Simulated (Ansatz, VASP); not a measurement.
**One calculation of Te6Mo3H, two programs**

File INCAR:

```
SYSTEM = Te6Mo3H
PREC = Accurate ; ENCUT = 400
EDIFF = 1E-6 ; ISMEAR = 0
SIGMA = 0.05 ; LREAL = .FALSE.
LASPH = .TRUE. ; NELM = 120
ALGO = Normal ; ISIF = 2
LWAVE = .FALSE. ; LCHARG = .FALSE.
GGA = PS ; IVDW = 12
NBANDS = 50 ; GGA_COMPAT = .FALSE.
```

File KPOINTS:

```
regular mesh
0
G
  9 9 2
  0 0 0
```

The input POSCAR:

```
Te6Mo3H
1.0
    3.4334342720      0.0000000000      0.0000000000
   -1.7167171360      2.9734413017      0.0000000000
    0.0000000000      0.0000000000     20.7704294686
Te Mo H
6 3 1
Direct
    0.0000000000      0.0000000000      0.9125759363
    0.3333333333      0.6666666667      0.5917818730
    0.3333333333      0.6666666667      0.2333053354
    0.3333333333      0.6666666667      0.7666946646
    0.3333333333      0.6666666667      0.4082181270
    0.0000000000      0.0000000000      0.0874240637
    0.0000000000      0.0000000000      0.6791511892
    0.0000000000      0.0000000000      0.3208488108
    0.3333333333      0.6666666667      0.0000000000
    0.3643568367      0.3071784183      0.0856769680
```

Input for Ansatz:

```yaml
crystal:
  lattice:
    - [3.433434272, 0.0, 0.0]
    - [-1.716717136, 2.9734413017, 0.0]
    - [0.0, 0.0, 20.7704294686]
  atoms:
    - { symbol: Te, position: [0.0, 0.0, 0.9125759363] }
    - { symbol: Te, position: [0.3333333333, 0.6666666667, 0.591781873] }
    - { symbol: Te, position: [0.3333333333, 0.6666666667, 0.2333053354] }
    - { symbol: Te, position: [0.3333333333, 0.6666666667, 0.7666946646] }
    - { symbol: Te, position: [0.3333333333, 0.6666666667, 0.408218127] }
    - { symbol: Te, position: [0.0, 0.0, 0.0874240637] }
    - { symbol: Mo, position: [0.0, 0.0, 0.6791511892] }
    - { symbol: Mo, position: [0.0, 0.0, 0.3208488108] }
    - { symbol: Mo, position: [0.3333333333, 0.6666666667, 0.0] }
    - { symbol: H, position: [0.3643568367, 0.3071784183, 0.085676968] }
basis:
  ecutwfc: 420
kpoints:
  mp_grid: { grid: [9, 9, 2] }
hamiltonian:
  xc: pbesol
  pseudopotentials: { kind: paw, azcp: { folder: soft_1 } }
  dispersion: d3bj
scf:
  occupations: { method: gaussian, width: 0.05 }
output:
  forces: true
  stress: true
  eigenvalues: true
  write_density: true
  write_potential: true
  elf: true
  volumetric_format: npy
```

Alike in both runs: task single point; functional PBEsol; dispersion D3(BJ); k mesh 9 × 9 × 2; occupations gaussian, width 0.05 eV; no spin polarisation.

|  | VASP | Ansatz |
| --- | --- | --- |
| version | VASP 6.6.1 | Ansatz 0.2.0 |
| potentials or method | VASP PAW PBE potentials, release 64 (Te, Mo_sv, H), cutoff 400 eV | scalar-relativistic, plane waves, PAW |
| valence electrons in the cell | 79 | 139 |

|  | VASP | Ansatz | Ansatz less VASP |
| --- | --- | --- | --- |
| gap on the k mesh at the Fermi level (eV) | none | none | - |
| pressure (GPa) | 9.8 | 10.1 | +0.29 |
| traceless stress, the component that is largest in VASP (GPa) | 11.72 | 11.99 | +0.264 |
| rms of the force components (eV/Å) | 6.729 | 6.869 | +0.1393 |

VASP's potentials were made for PBE, not for PBEsol, and Ansatz warns of the same on its side. Atom by atom the forces differ by 0.142 eV/Å (rms over components). A gap of «none» marks a metal or a gap that the smearing closes. VASP's potentials hold 79 valence electrons a cell and Ansatz's 139, so a difference there can come from the potentials and not from the codes.

Neither program's run includes spin-orbit coupling.
